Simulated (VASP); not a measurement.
# LaF4 (P6/mmm) in VASP: single point with PBE

Aim: the single point of LaF4 with PBE.

Program: VASP 6.6.1. These are calculated values, not measurements. Logs are shortened: lines on timing, memory, paths and dates and some standing lists are left out, and cuts for length are marked.

### Step 1. The cell of the first run

It takes space group P6/mmm (No. 191, hexagonal). Conventional cell: a = 3.549 Å, b = 3.549 Å, c = 7.244 Å, α = 90.00°, β = 90.00°, γ = 120.00°. La (site symmetry 6/mmm) has 12 F at 2.19 Å within 2.9 Å. F (site symmetry 3m) has 4 F at 1.55 to 2.05 Å within 2.1 Å.

### Step 2. Single point, PBE

Input file INCAR:

```
SYSTEM = LaF4
PREC = Accurate
ENCUT = 520
EDIFF = 1E-6
ISMEAR = 0
SIGMA = 0.1
LREAL = .False.
LASPH = .True.
NELM = 100
ALGO = Normal
ISIF = 2
LWAVE = .False.
LCHARG = .True.
GGA = PE
LELF = .True.
LVHAR = .True.
NBANDS = 28
```

Input file KPOINTS:

```
regular mesh
0
Gamma
  6 6 4
  0 0 0
```

Input file POSCAR:

```
LaF4
1.0
    3.5491857900      0.0000000000      0.0000000000
   -1.7745929000      3.0736850600      0.0000000000
    0.0000000000      0.0000000000      7.2440471900
La F
1 4
Direct
    0.0000000000      0.0000000000      0.5000000000
    0.3333333300      0.6666666700      0.3927641100
    0.6666666700      0.3333333300      0.3927641100
    0.6666666700      0.3333333300      0.6072358900
    0.3333333300      0.6666666700      0.6072358900
```

Potentials or basis: VASP PAW PBE potentials, release 64 (La, F).

Started as:

```console
$ cat potpaw_PBE.64/La/POTCAR potpaw_PBE.64/F/POTCAR > POTCAR
$ mpirun -np 1 vasp_std > vasp.out
```

OUTCAR:

```text
SYSTEM = LaF4
   PREC = Accurate
   ENCUT = 520
   EDIFF = 1E-6
   ISMEAR = 0
   LREAL = .False.
   LASPH = .True.
   NELM = 100
   ISIF = 2
   GGA = PE

 ion  position               nearest neighbor table
   1  0.000  0.000  0.500-   2 2.19   3 2.19   4 2.19   5 2.19   3 2.19   4 2.19   2 2.19   5 2.19
                             3 2.19   4 2.19   2 2.19   5 2.19
   2  0.333  0.667  0.393-   5 1.55   1 2.19   1 2.19   1 2.19
   3  0.667  0.333  0.393-   4 1.55   1 2.19   1 2.19   1 2.19
   4  0.667  0.333  0.607-   3 1.55   1 2.19   1 2.19   1 2.19
   5  0.333  0.667  0.607-   2 1.55   1 2.19   1 2.19   1 2.19

  LATTYP: Found a hexagonal cell.
 ALAT       =     3.5491857900
 C/A-ratio  =     2.0410447969

  Lattice vectors:

 A1 = (   3.5491857900,   0.0000000000,   0.0000000000)
 A2 = (  -1.7745929000,   3.0736850600,   0.0000000000)
 A3 = (   0.0000000000,   0.0000000000,   7.2440471900)

Analysis of symmetry for initial positions (statically):
=====================================================================
 Subroutine PRICEL returns:
 Original cell was already a primitive cell.

 Routine SETGRP: Setting up the symmetry group for a
 hexagonal supercell.

 Subroutine GETGRP returns: Found 24 space group operations
 (whereof 24 operations were pure point group operations)
 out of a pool of 24 trial point group operations.

The static configuration has the point symmetry D_6h.

Analysis of symmetry for dynamics (positions and initial velocities):
=====================================================================
 Subroutine PRICEL returns:
 Original cell was already a primitive cell.

 Routine SETGRP: Setting up the symmetry group for a
 hexagonal supercell.

 Subroutine GETGRP returns: Found 24 space group operations
 (whereof 24 operations were pure point group operations)
 out of a pool of 24 trial point group operations.

The dynamic configuration has the point symmetry D_6h.

 Subroutine INISYM returns: Found 24 space group operations
 (whereof 24 operations are pure point group operations),
 and found     1 'primitive' translations

----------------------------------------------------------------------------------------

                                     Primitive cell

  volume of cell :      79.0259

  direct lattice vectors                    reciprocal lattice vectors
     3.549185790  0.000000000  0.000000000     0.281754763  0.162671188  0.000000000
    -1.774592900  3.073685060  0.000000000     0.000000000  0.325342376  0.000000000
     0.000000000  0.000000000  7.244047190     0.000000000  0.000000000  0.138044380

  length of vectors
     3.549185790  3.549185795  7.244047190     0.325342376  0.325342376  0.138044380

  position of ions in fractional coordinates (direct lattice)
     0.000000000  0.000000000  0.500000000
     0.333333330  0.666666670  0.392764110
     0.666666670  0.333333330  0.392764110
     0.666666670  0.333333330  0.607235890
     0.333333330  0.666666670  0.607235890

  ion indices of the primitive-cell ions
   primitive index   ion index
                 1           1
                 2           2
                 3           3
                 4           4
                 5           5

----------------------------------------------------------------------------------------

 KPOINTS: regular mesh

Automatic generation of k-mesh.
 Grid dimensions read from file:
 generate k-points for:    6    6    4

 Generating k-lattice:

  Cartesian coordinates                     Fractional coordinates (reciprocal lattice)
     0.046959127  0.027111865  0.000000000     0.166666667  0.000000000  0.000000000
     0.000000000  0.054223729  0.000000000     0.000000000  0.166666667  0.000000000
     0.000000000  0.000000000  0.034511095     0.000000000  0.000000000  0.250000000

  Length of vectors
     0.054223729  0.054223729  0.034511095

  Shift w.r.t. Gamma in fractional coordinates (k-lattice)
     0.000000000  0.000000000  0.000000000

 Subroutine IBZKPT returns following result:
 ===========================================

 Found     21 irreducible k-points:

 Following reciprocal coordinates:
            Coordinates               Weight
  0.000000  0.000000  0.000000      1.000000
  0.166667  0.000000  0.000000      6.000000
  0.333333  0.000000  0.000000      6.000000
  0.500000  0.000000  0.000000      3.000000
  0.166667  0.166667  0.000000      6.000000
  0.333333  0.166667  0.000000     12.000000
[... 13 lines left out ...]
  0.333333  0.166667  0.500000     12.000000
  0.333333  0.333333  0.500000      2.000000
   k-points           NKPTS =     21   k-points in BZ     NKDIM =     21   number of bands    NBANDS=     28
   number of dos      NEDOS =    301   number of ions     NIONS =      5
   total plane-waves  NPLWV =  42336
   dimension x,y,z NGX =    28 NGY =   28 NGZ =   54
   dimension x,y,z NGXF=    56 NGYF=   56 NGZF=  108
   ions per type =               1   4
   NGX,Y,Z   is equivalent  to a cutoff of  13.12, 13.12, 12.39 a.u.
   NGXF,Y,Z  is equivalent  to a cutoff of  26.23, 26.23, 24.79 a.u.
 SYSTEM =  LaF4
   PREC   = accura    normal or accurate (medium, high low for compatibility)
   ISTART =      0    job   : 0-new  1-cont  2-samecut
   ICHARG =      2    charge: 1-file 2-atom 10-const
   ISPIN  =      1    spin polarized calculation?
   LNONCOLLINEAR =      F non collinear calculations
   LSORBIT =      F    spin-orbit coupling
   LASPH  =      T    aspherical Exc in radial PAW
   ENCUT  =  520.0 eV  38.22 Ry    6.18 a.u.   6.60  6.60 13.47*2*pi/ulx,y,z
   NELM   =    100;   NELMIN=  2; NELMDL= -5     # of ELM steps
   EDIFF  = 0.1E-05   stopping-criterion for ELM
   LREAL  =      F    real-space projection
   EDIFFG = 0.1E-04   stopping-criterion for IOM
   NSW    =      0    number of steps for IOM
   IBRION =     -1    ionic relax: 0-MD 1-quasi-New 2-CG
   NFREE  =      0    steps in history (QN), initial steepest desc. (CG)
   ISIF   =      2    stress and relaxation
   ISYM   =      2    0-nonsym 1-usesym 2-fastsym
   POTIM  = 0.5000    time-step for ionic-motion
   TEBEG  =    0.0;   TEEND  =   0.0 temperature during run
   PSTRESS=    0.0 pullay stress
   NELECT =      39.0000    total number of electrons
   NUPDOWN=      -1.0000    fix difference up-down
   EMIN   =  10.00;   EMAX   =-10.00  energy-range for DOS
   EFERMI =   0.00;   METHOD = LEGACY
   ISMEAR =     0;   SIGMA  =   0.10  broadening in eV -4-tet -1-fermi 0-gaus
   EFERMI_NEDOS =   21; number of points for ismear=-14 and -15
   IALGO  =     38    algorithm
   IMIX   =      4    mixing-type and parameters
     AMIX     =   0.40;   BMIX     =  1.00
     AMIX_MAG =   1.60;   BMIX_MAG =  1.00
  volume/ion in A,a.u.               =      15.81       106.66
  Fermi-wavevector in a.u.,A,eV,Ry     =   1.293719  2.444774 22.772186  1.673708
  Thomas-Fermi vector in A             =   2.425347
   LORBIT       =      0    0 simple, 1 ext, 2 COOP (PROOUT), +10 PAW based schemes
   GGA     = PE    functional components
   LHFCALC =     F    Hartree Fock is set to
   AEXX    =    0.0000 exact exchange contribution
   IVDW    =     0    specifies the selected vdW correction
   LEPSILON=     F    determine dielectric tensor
   LRPA    =     F    only Hartree local field effects (RPA)
 non-spin polarized calculation
 Gauss-broadening in eV      SIGMA  =   0.10
  energy-cutoff  :      520.00
  volume of cell :       79.03
 maximum number of plane-waves:      2163
 NGX is ok and might be reduce to    28
   NGX = 13   NGY = 13   NGZ = 27

 number of electron      39.0000009 magnetization

 Free energy of the ion-electron system (eV)
  ---------------------------------------------------
  ext. energy  EPLUGINS =         0.00000000
  ---------------------------------------------------
  free energy    TOTEN  =       -14.18472727 eV

  energy without entropy =      -14.17510343  energy(sigma->0) =      -14.17991535

 E-fermi :   2.4822     XC(G=0):  -7.8346

 val. band max:        2.3374058446   @ k =   0.3333   0.1667   0.0000
 cond. band min:       2.5426605571   @ k =   0.3333   0.0000   0.5000
 fundamental gap:      0.2052547125
 Fermi energy:         2.4821633136

 k-point     1 :       0.0000    0.0000    0.0000
  band No.  band energies     occupation
      1     -29.5358      2.00000
      2     -22.6843      2.00000
      3     -21.8777      2.00000
      4     -21.6438      2.00000
      5     -18.3699      2.00000
      6     -11.6997      2.00000
[... 20 lines left out ...]
     27       9.8419      0.00000
     28       9.8419      0.00000

 k-point     2 :       0.1667    0.0000    0.0000
  band No.  band energies     occupation
      1     -29.2129      2.00000
      2     -22.9713      2.00000
      3     -22.4984      2.00000
      4     -21.4389      2.00000
      5     -18.5785      2.00000
      6     -12.2487      2.00000
[... 20 lines left out ...]
     27       9.7041      0.00000
     28       9.7585      0.00000

 k-point     3 :       0.3333    0.0000    0.0000
  band No.  band energies     occupation
      1     -28.3050      2.00000
      2     -24.3759      2.00000
      3     -23.0824      2.00000
      4     -20.9001      2.00000
      5     -19.1076      2.00000
      6     -13.0093      2.00000
[... 20 lines left out ...]
     27       9.6061      0.00000
     28       9.6131      0.00000

 k-point     4 :       0.5000    0.0000    0.0000
  band No.  band energies     occupation
      1     -27.4224      2.00000
      2     -25.5924      2.00000
      3     -23.2452      2.00000
      4     -20.4338      2.00000
      5     -19.5608      2.00000
      6     -13.3060      2.00000
[... 485 lines left out ...]
     27       9.5250      0.00000
     28       9.5663      0.00000

 k-point    20 :       0.3333    0.1667    0.5000
  band No.  band energies     occupation
      1     -27.5465      2.00000
      2     -25.0357      2.00000
      3     -23.8154      2.00000
      4     -20.4789      2.00000
      5     -19.4948      2.00000
      6     -12.4074      2.00000
[... 20 lines left out ...]
     27       9.3618      0.00000
     28       9.6975      0.00000

 k-point    21 :       0.3333    0.3333    0.5000
  band No.  band energies     occupation
      1     -26.9657      2.00000
      2     -24.9041      2.00000
      3     -24.9041      2.00000
      4     -19.9694      2.00000
      5     -19.9694      2.00000
      6     -11.5914      2.00000
[... 20 lines left out ...]
     27       9.1661      0.00000
     28       9.8157      0.00000

------------------------ aborting loop because EDIFF is reached ----------------------------------------

  FORCE on cell =-STRESS in cart. coord.  units (eV):
  Direction    XX          YY          ZZ          XY          YZ          ZX
  --------------------------------------------------------------------------------------
  -------------------------------------------------------------------------------------
  Total       46.9625030     46.9625031     48.7604234     -0.0000001      0.0000000      0.0000000
  in kB      952.1216646    952.1216666    988.5728504     -0.0000015      0.0000000      0.0000000
  external PRESSURE =     964.2720605 kB  Pullay stress =       0.0000000 kB

 VOLUME and BASIS-vectors are now :
 -----------------------------------------------------------------------------
  energy-cutoff  :      520.00
  volume of cell :       79.03
      direct lattice vectors                 reciprocal lattice vectors
     3.549185790  0.000000000  0.000000000     0.281754763  0.162671188  0.000000000
    -1.774592900  3.073685060  0.000000000     0.000000000  0.325342376  0.000000000
     0.000000000  0.000000000  7.244047190     0.000000000  0.000000000  0.138044380

 POSITION                                       TOTAL-FORCE (eV/Angst)
 -----------------------------------------------------------------------------------
      0.00000      0.00000      3.62202         0.000000     -0.000000     -0.000000
     -0.00000      2.04912      2.84520        -0.000000     -0.000000    -15.775361
      1.77459      1.02456      2.84520         0.000000     -0.000000    -15.775361
      1.77459      1.02456      4.39885         0.000000      0.000000     15.775361
     -0.00000      2.04912      4.39885        -0.000000      0.000000     15.775361
 -----------------------------------------------------------------------------------
    total drift:                                0.000000      0.000000     -0.000000

  FREE ENERGIE OF THE ION-ELECTRON SYSTEM (eV)
  ---------------------------------------------------
  free  energy   TOTEN  =       -14.1847272667 eV

  energy  without entropy=      -14.1751034275  energy(sigma->0) =      -14.17991535
```

Run time: 51 s. Hardware: 1 thread of Intel Xeon Platinum 8375C at 2.90GHz (Ice Lake), shared host; peak memory 0.22 GiB.

What came out:

```
Free energy   : -14.1847 eV
Pressure      : 96.4 GPa
Largest force : 15.775 eV/Å
```

Forces in eV/Å, atoms in the order of the input:
```
La    0.000   0.000   0.000
F     0.000   0.000 -15.775
F     0.000   0.000 -15.775
F     0.000   0.000  15.775
F     0.000   0.000  15.775
```

Levels at points of the mesh, in eV from the Fermi level:
| k point | band 17 | band 18 | band 19 | band 20 | band 21 | band 22 |
| --- | --- | --- | --- | --- | --- | --- |
| (0.00, 0.00, 0.00) | -1.55 | -1.55 | -1.52 | 0.44 | 3.83 | 6.36 |
| (0.50, 0.00, 0.00) | -3.20 | -2.25 | -0.70 | -0.18 | 5.08 | 6.00 |
| (0.00, 0.00, 0.50) | -1.59 | -1.55 | -1.55 | 0.44 | 4.61 | 5.77 |
| (0.50, 0.00, 0.50) | -3.20 | -2.25 | -0.72 | -0.19 | 5.41 | 6.00 |

Caveat: spin-orbit coupling is left out, which moves the levels of the heavy elements; an odd number of electrons without spin polarisation forces a metal; a magnetic or distorted state may lie lower.
